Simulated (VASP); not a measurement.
# Tl (P6_3/mmc) in VASP: a series of runs

Tl is run at these levels: LDA, RPBE; tasks: single point.

All numbers are computed with VASP 6.6.1; they aren't measurements. Logs are shortened: lines on timing, memory, paths and dates and some standing lists are left out, and cuts for length are marked.

## 1. The cell of the first run

The structure is hexagonal, space group P6_3/mmc (No. 194). The conventional cell has a = 3.456 Å, b = 3.456 Å, c = 5.525 Å, α = 90.00°, β = 90.00°, γ = 120.00°. Tl (site symmetry -6m2) has 12 Tl at 3.41 to 3.46 Å within 4.5 Å.

## 2. Single point, LDA

INCAR

```
PREC = Accurate
ENCUT = 520
EDIFF = 1E-6
ISMEAR = -1
SIGMA = 0.05
LREAL = F
LASPH = T
NELM = 80
ALGO = Normal
ISIF = 2
LWAVE = F
LCHARG = F
GGA = CA
NBANDS = 20
```

KPOINTS

```
Automatic mesh
0
Gamma
  9 9 5
```

POSCAR

```
Tl
1.0
    3.4560000000      0.0000000000      0.0000000000
   -1.7280000000      2.9929837955      0.0000000000
    0.0000000000      0.0000000000      5.5250000000
Tl
2
Direct
    0.6666666667      0.3333333333      0.7500000000
    0.3333333333      0.6666666667      0.2500000000
```

Potentials or basis: VASP PAW LDA potentials, release 64 (Tl_d).

Started as:

```sh
> cat potpaw_LDA.64/Tl_d/POTCAR > POTCAR
> mpirun -np 1 vasp_std > vasp.out
```

OUTCAR:

```text
PREC = Accurate
   ENCUT = 520
   EDIFF = 1E-6
   ISMEAR = -1
   LREAL = F
   LASPH = T
   NELM = 80
   ISIF = 2
   GGA = CA

 ion  position               nearest neighbor table
   1  0.667  0.333  0.750-   2 3.41   2 3.41   2 3.41   2 3.41   2 3.41   2 3.41
   2  0.333  0.667  0.250-   1 3.41   1 3.41   1 3.41   1 3.41   1 3.41   1 3.41

  LATTYP: Found a hexagonal cell.
 ALAT       =     3.4560000000
 C/A-ratio  =     1.5986689815

  Lattice vectors:

 A1 = (   3.4560000000,   0.0000000000,   0.0000000000)
 A2 = (  -1.7280000000,   2.9929837955,   0.0000000000)
 A3 = (   0.0000000000,   0.0000000000,   5.5250000000)

Analysis of symmetry for initial positions (statically):
=====================================================================
 Subroutine PRICEL returns:
 Original cell was already a primitive cell.

 Routine SETGRP: Setting up the symmetry group for a
 hexagonal supercell.

 Subroutine GETGRP returns: Found 24 space group operations
 (whereof 12 operations were pure point group operations)
 out of a pool of 24 trial point group operations.

The static configuration has the point symmetry D_3d.
 The point group associated with its full space group is D_6h.

Analysis of symmetry for dynamics (positions and initial velocities):
=====================================================================
 Subroutine PRICEL returns:
 Original cell was already a primitive cell.

 Routine SETGRP: Setting up the symmetry group for a
 hexagonal supercell.

 Subroutine GETGRP returns: Found 24 space group operations
 (whereof 12 operations were pure point group operations)
 out of a pool of 24 trial point group operations.

The dynamic configuration has the point symmetry D_3d.
 The point group associated with its full space group is D_6h.

 Subroutine INISYM returns: Found 24 space group operations
 (whereof 12 operations are pure point group operations),
 and found     1 'primitive' translations

----------------------------------------------------------------------------------------

                                     Primitive cell

  volume of cell :      57.1492

  direct lattice vectors                    reciprocal lattice vectors
     3.456000000  0.000000000  0.000000000     0.289351852  0.167057370  0.000000000
    -1.728000000  2.992983795  0.000000000     0.000000000  0.334114739  0.000000000
     0.000000000  0.000000000  5.525000000     0.000000000  0.000000000  0.180995475

  length of vectors
     3.456000000  3.456000000  5.525000000     0.334114739  0.334114739  0.180995475

  position of ions in fractional coordinates (direct lattice)
     0.666666667  0.333333333  0.750000000
     0.333333333  0.666666667  0.250000000

  ion indices of the primitive-cell ions
   primitive index   ion index
                 1           1
                 2           2

----------------------------------------------------------------------------------------

 KPOINTS: Automatic mesh

Automatic generation of k-mesh.
 Grid dimensions read from file:
 generate k-points for:    9    9    5

 Generating k-lattice:

  Cartesian coordinates                     Fractional coordinates (reciprocal lattice)
     0.032150206  0.018561930  0.000000000     0.111111111 -0.000000000  0.000000000
     0.000000000  0.037123860  0.000000000     0.000000000  0.111111111  0.000000000
     0.000000000  0.000000000  0.036199095     0.000000000  0.000000000  0.200000000

  Length of vectors
     0.037123860  0.037123860  0.036199095

  Shift w.r.t. Gamma in fractional coordinates (k-lattice)
     0.000000000  0.000000000  0.000000000

 Subroutine IBZKPT returns following result:
 ===========================================

 Found     36 irreducible k-points:

 Following reciprocal coordinates:
            Coordinates               Weight
  0.000000  0.000000  0.000000      1.000000
  0.111111 -0.000000  0.000000      6.000000
  0.222222 -0.000000  0.000000      6.000000
  0.333333  0.000000  0.000000      6.000000
  0.444444 -0.000000  0.000000      6.000000
  0.111111  0.111111  0.000000      6.000000
[... 16 lines left out ...]
  0.333333  0.222222  0.200000     24.000000
  0.333333  0.333333  0.200000      4.000000
 [... further k-points ...]
   k-points           NKPTS =     36   k-points in BZ     NKDIM =     36   number of bands    NBANDS=     20
   number of dos      NEDOS =    301   number of ions     NIONS =      2
   total plane-waves  NPLWV =  32928
   dimension x,y,z NGX =    28 NGY =   28 NGZ =   42
   dimension x,y,z NGXF=    56 NGYF=   56 NGZF=   84
   ions per type =               2
   NGX,Y,Z   is equivalent  to a cutoff of  13.47, 13.47, 12.64 a.u.
   NGXF,Y,Z  is equivalent  to a cutoff of  26.94, 26.94, 25.28 a.u.
 SYSTEM =  unknown system
   PREC   = accura    normal or accurate (medium, high low for compatibility)
   ISTART =      0    job   : 0-new  1-cont  2-samecut
   ICHARG =      2    charge: 1-file 2-atom 10-const
   ISPIN  =      1    spin polarized calculation?
   LNONCOLLINEAR =      F non collinear calculations
   LSORBIT =      F    spin-orbit coupling
   LASPH  =      T    aspherical Exc in radial PAW
   ENCUT  =  520.0 eV  38.22 Ry    6.18 a.u.   6.43  6.43 10.27*2*pi/ulx,y,z
   NELM   =     80;   NELMIN=  2; NELMDL= -5     # of ELM steps
   EDIFF  = 0.1E-05   stopping-criterion for ELM
   LREAL  =      F    real-space projection
   EDIFFG = 0.1E-04   stopping-criterion for IOM
   NSW    =      0    number of steps for IOM
   IBRION =     -1    ionic relax: 0-MD 1-quasi-New 2-CG
   NFREE  =      0    steps in history (QN), initial steepest desc. (CG)
   ISIF   =      2    stress and relaxation
   ISYM   =      2    0-nonsym 1-usesym 2-fastsym
   POTIM  = 0.5000    time-step for ionic-motion
   TEBEG  =    0.0;   TEEND  =   0.0 temperature during run
   PSTRESS=    0.0 pullay stress
   NELECT =      26.0000    total number of electrons
   NUPDOWN=      -1.0000    fix difference up-down
   EMIN   =  10.00;   EMAX   =-10.00  energy-range for DOS
   EFERMI =   0.00;   METHOD = LEGACY
   ISMEAR =    -1;   SIGMA  =   0.05  broadening in eV -4-tet -1-fermi 0-gaus
   EFERMI_NEDOS =   21; number of points for ismear=-14 and -15
   IALGO  =     38    algorithm
   IMIX   =      4    mixing-type and parameters
     AMIX     =   0.40;   BMIX     =  1.00
     AMIX_MAG =   1.60;   BMIX_MAG =  1.00
  volume/ion in A,a.u.               =      28.57       192.83
  Fermi-wavevector in a.u.,A,eV,Ry     =   1.259107  2.379366 21.569987  1.585349
  Thomas-Fermi vector in A             =   2.392683
   LORBIT       =      0    0 simple, 1 ext, 2 COOP (PROOUT), +10 PAW based schemes
   GGA     = CA    functional components
   LHFCALC =     F    Hartree Fock is set to
   AEXX    =    0.0000 exact exchange contribution
   IVDW    =     0    specifies the selected vdW correction
   LEPSILON=     F    determine dielectric tensor
   LRPA    =     F    only Hartree local field effects (RPA)
 non-spin polarized calculation
  energy-cutoff  :      520.00
  volume of cell :       57.15
 maximum number of plane-waves:      1558
 NGX is ok and might be reduce to    28
   NGX = 13   NGY = 13   NGZ = 21

 number of electron      26.0000004 magnetization

 Free energy of the ion-electron system (eV)
  ---------------------------------------------------
  ext. energy  EPLUGINS =         0.00000000
  ---------------------------------------------------
  free energy    TOTEN  =        -5.83761072 eV

  energy without entropy =       -5.82313371  energy(sigma->0) =       -5.83037221

 E-fermi :   6.2570     XC(G=0): -10.5074

 val. band max:        6.2415165840   @ k =   0.2222   0.2222   0.4000
 cond. band min:       6.2917701732   @ k =   0.2222   0.1111   0.2000
 fundamental gap:      0.0502535892
 Fermi energy:         6.2570081009

 k-point     1 :       0.0000    0.0000    0.0000
  band No.  band energies     occupation
      1      -5.4631      2.00000
      2      -5.2279      2.00000
      3      -5.2097      2.00000
      4      -5.2097      2.00000
      5      -5.1555      2.00000
      6      -5.1555      2.00000
[... 12 lines left out ...]
     19      17.1598      0.00000
     20      17.1705      0.00000

 k-point     2 :       0.1111   -0.0000    0.0000
  band No.  band energies     occupation
      1      -5.4258      2.00000
      2      -5.2688      2.00000
      3      -5.1676      2.00000
      4      -5.1570      2.00000
      5      -5.1454      2.00000
      6      -5.1207      2.00000
[... 12 lines left out ...]
     19      16.9545      0.00000
     20      18.1031      0.00000

 k-point     3 :       0.2222   -0.0000    0.0000
  band No.  band energies     occupation
      1      -5.4387      2.00000
      2      -5.2595      2.00000
      3      -5.2118      2.00000
      4      -5.1691      2.00000
      5      -5.1680      2.00000
      6      -5.0356      2.00000
[... 12 lines left out ...]
     19      16.1571      0.00000
     20      17.5918      0.00000

 k-point     4 :       0.3333    0.0000    0.0000
  band No.  band energies     occupation
      1      -5.5199      2.00000
      2      -5.3325      2.00000
      3      -5.3032      2.00000
      4      -5.2236      2.00000
      5      -5.0856      2.00000
      6      -4.9856      2.00000
[... 12 lines left out ...]
     19      15.1501      0.00000
     20      16.6530      0.00000

 k-point     5 :       0.4444   -0.0000    0.0000
  band No.  band energies     occupation
      1      -5.5759      2.00000
      2      -5.4156      2.00000
      3      -5.3466      2.00000
      4      -5.2573      2.00000
      5      -5.0291      2.00000
      6      -5.0286      2.00000
[... 12 lines left out ...]
     19      14.5742      0.00000
     20      16.1727      0.00000
[... 353 lines left out ...]
      6      -4.9451      2.00000
[... 12 lines left out ...]
     19      15.9363      0.00000
     20      16.1864      0.00000

 k-point    22 :       0.2222    0.2222    0.2000
  band No.  band energies     occupation
      1      -5.3992      2.00000
      2      -5.3320      2.00000
      3      -5.2752      2.00000
      4      -5.2680      2.00000
      5      -5.0853      2.00000
      6      -5.0222      2.00000
[... 12 lines left out ...]
     19      15.4786      0.00000
     20      18.6083      0.00000

 k-point    23 :       0.3333    0.2222    0.2000
  band No.  band energies     occupation
      1      -5.4317      2.00000
      2      -5.3562      2.00000
      3      -5.2892      2.00000
      4      -5.1992      2.00000
      5      -5.1257      2.00000
      6      -4.9760      2.00000
[... 12 lines left out ...]
     19      14.7316      0.00000
     20      19.0842      0.00000

 k-point    24 :       0.3333    0.3333    0.2000
  band No.  band energies     occupation
      1      -5.4217      2.00000
      2      -5.3054      2.00000
      3      -5.3054      2.00000
      4      -5.0836      2.00000
      5      -5.0834      2.00000
      6      -5.0834      2.00000
[... 12 lines left out ...]
     19      13.9174      0.00000
     20      21.2946      0.00000

 [... further k-points ...]

------------------------ aborting loop because EDIFF is reached ----------------------------------------

  FORCE on cell =-STRESS in cart. coord.  units (eV):
  Direction    XX          YY          ZZ          XY          YZ          ZX
  --------------------------------------------------------------------------------------
  -------------------------------------------------------------------------------------
  Total       -0.6727191     -0.6727191     -0.2523431     -0.0000000      0.0000000      0.0000000
  in kB      -18.8596635    -18.8596635     -7.0744328     -0.0000000      0.0000000      0.0000000
  external PRESSURE =     -14.9312533 kB  Pullay stress =       0.0000000 kB

 VOLUME and BASIS-vectors are now :
 -----------------------------------------------------------------------------
  energy-cutoff  :      520.00
  volume of cell :       57.15
      direct lattice vectors                 reciprocal lattice vectors
     3.456000000  0.000000000  0.000000000     0.289351852  0.167057370  0.000000000
    -1.728000000  2.992983795  0.000000000     0.000000000  0.334114739  0.000000000
     0.000000000  0.000000000  5.525000000     0.000000000  0.000000000  0.180995475

 POSITION                                       TOTAL-FORCE (eV/Angst)
 -----------------------------------------------------------------------------------
      1.72800      0.99766      4.14375        -0.000000     -0.000000      0.000000
     -0.00000      1.99532      1.38125         0.000000      0.000000      0.000000
 -----------------------------------------------------------------------------------
    total drift:                               -0.000000      0.000000     -0.000000

  FREE ENERGIE OF THE ION-ELECTRON SYSTEM (eV)
  ---------------------------------------------------
  free  energy   TOTEN  =        -5.8376107206 eV

  energy  without entropy=       -5.8231337086  energy(sigma->0) =       -5.83037221
```

Wall time 44 s (1 thread of Intel Xeon 8259CL, shared host); peak memory 0.17 GiB.

What came out:

| Item | Value |
| --- | --- |
| Free energy | -5.8376 eV |
| Pressure | -1.5 GPa |
| Band gap on the k mesh | zero (bands 13 and 14 overlap by 3.67 eV) |

Caveat: spin-orbit coupling is left out, which moves the levels of the heavy elements.

## 3. Single point, RPBE

INCAR

```
SYSTEM = Tl
PREC = Accurate ; ENCUT = 520
EDIFF = 1E-6 ; ISMEAR = -1
SIGMA = 0.05 ; LREAL = .False.
LASPH = .True. ; NELM = 80
ALGO = Normal ; ISIF = 2
LWAVE = .False. ; LCHARG = .True.
GGA = RP ; LELF = .True.
LVHAR = .True. ; NBANDS = 20
```

KPOINTS

```
Automatic mesh
0
Gamma
  9 9 5
  0 0 0
```

POSCAR is that of step 2.

Potentials or basis: VASP PAW PBE potentials, release 64 (Tl_d).

Started as:

```sh
> cat potpaw_PBE.64/Tl_d/POTCAR > POTCAR
> mpirun -np 1 vasp_std > vasp.out
```

OUTCAR:

```text
SYSTEM = Tl
   PREC = Accurate
   ENCUT = 520
   EDIFF = 1E-6
   ISMEAR = -1
   LREAL = .False.
   LASPH = .True.
   NELM = 80
   ISIF = 2
   GGA = RP

 ion  position               nearest neighbor table
   1  0.667  0.333  0.750-   2 3.41   2 3.41   2 3.41   2 3.41   2 3.41   2 3.41
   2  0.333  0.667  0.250-   1 3.41   1 3.41   1 3.41   1 3.41   1 3.41   1 3.41

  LATTYP: Found a hexagonal cell.
 ALAT       =     3.4560000000
 C/A-ratio  =     1.5986689815

  Lattice vectors:

 A1 = (   3.4560000000,   0.0000000000,   0.0000000000)
 A2 = (  -1.7280000000,   2.9929837955,   0.0000000000)
 A3 = (   0.0000000000,   0.0000000000,   5.5250000000)

Analysis of symmetry for initial positions (statically):
=====================================================================
 Subroutine PRICEL returns:
 Original cell was already a primitive cell.

 Routine SETGRP: Setting up the symmetry group for a
 hexagonal supercell.

 Subroutine GETGRP returns: Found 24 space group operations
 (whereof 12 operations were pure point group operations)
 out of a pool of 24 trial point group operations.

The static configuration has the point symmetry D_3d.
[... 160 lines left out ...]

  energy without entropy =       -3.50488772  energy(sigma->0) =       -3.51210963

 E-fermi :   6.7210     XC(G=0): -10.0722

 val. band max:        6.7090024390   @ k =   0.2222   0.2222   0.4000
 cond. band min:       6.7557532453   @ k =   0.2222   0.1111   0.2000
 fundamental gap:      0.0467508063
 Fermi energy:         6.7209608027

 k-point     1 :       0.0000    0.0000    0.0000
  band No.  band energies     occupation
      1      -5.1361      2.00000
      2      -4.9113      2.00000
      3      -4.8946      2.00000
      4      -4.8946      2.00000
      5      -4.8416      2.00000
      6      -4.8416      2.00000
[... 541 lines left out ...]
     19      14.2896      0.00000
     20      21.7248      0.00000

 [... further k-points ...]

------------------------ aborting loop because EDIFF is reached ----------------------------------------

  FORCE on cell =-STRESS in cart. coord.  units (eV):
  Direction    XX          YY          ZZ          XY          YZ          ZX
  --------------------------------------------------------------------------------------
  -------------------------------------------------------------------------------------
  Total        1.7139128      1.7139128      2.2218390      0.0000000     -0.0000000      0.0000000
  in kB       48.0495063     48.0495063     62.2892053      0.0000000     -0.0000000      0.0000000
  external PRESSURE =      52.7960727 kB  Pullay stress =       0.0000000 kB

 VOLUME and BASIS-vectors are now :
 -----------------------------------------------------------------------------
  energy-cutoff  :      520.00
  volume of cell :       57.15
      direct lattice vectors                 reciprocal lattice vectors
     3.456000000  0.000000000  0.000000000     0.289351852  0.167057370  0.000000000
    -1.728000000  2.992983795  0.000000000     0.000000000  0.334114739  0.000000000
     0.000000000  0.000000000  5.525000000     0.000000000  0.000000000  0.180995475

 POSITION                                       TOTAL-FORCE (eV/Angst)
 -----------------------------------------------------------------------------------
      1.72800      0.99766      4.14375         0.000000     -0.000000      0.000000
     -0.00000      1.99532      1.38125        -0.000000      0.000000      0.000000
 -----------------------------------------------------------------------------------
    total drift:                               -0.000000      0.000000     -0.000000

  FREE ENERGIE OF THE ION-ELECTRON SYSTEM (eV)
  ---------------------------------------------------
  free  energy   TOTEN  =        -3.5193315409 eV

  energy  without entropy=       -3.5048877224  energy(sigma->0) =       -3.51210963
```

stdout:

```text
POSCAR found type information on POSCAR Tl
 POSCAR found :  1 types and       2 ions
 scaLAPACK will be used
 -----------------------------------------------------------------------------
|                                                                             |
|                                                                             |
|     You enforced a specific xc type in the INCAR file but a different       |
|     I HOPE YOU KNOW WHAT YOU ARE DOING!                                     |
|                                                                             |
 -----------------------------------------------------------------------------

 LDA part: xc-table for (Slater+PW92), standard interpolation
 POSCAR, INCAR and KPOINTS ok, starting setup
 FFT: planning ... GRIDC
 FFT: planning ... GRID_SOFT
 FFT: planning ... GRID
 WAVECAR not read
 entering main loop
```

Run time: 44 s. Hardware: 1 thread of Intel Xeon 8259CL, shared host; peak memory 0.19 GiB.

Results:

| Quantity | Value |
| --- | --- |
| Free energy | -3.5193 eV |
| Pressure | 5.3 GPa |
| Band gap on the k mesh | zero (bands 13 and 14 overlap by 3.68 eV) |

Stress tensor (GPa, compression positive):
```
4.80 0.00 0.00
0.00 4.80 0.00
0.00 0.00 6.23
```

Caveat: the cell stands under pressure; the PAW data sets were made with another functional, which shifts forces and pressure a little; spin-orbit coupling is left out, which moves the levels of the heavy elements.
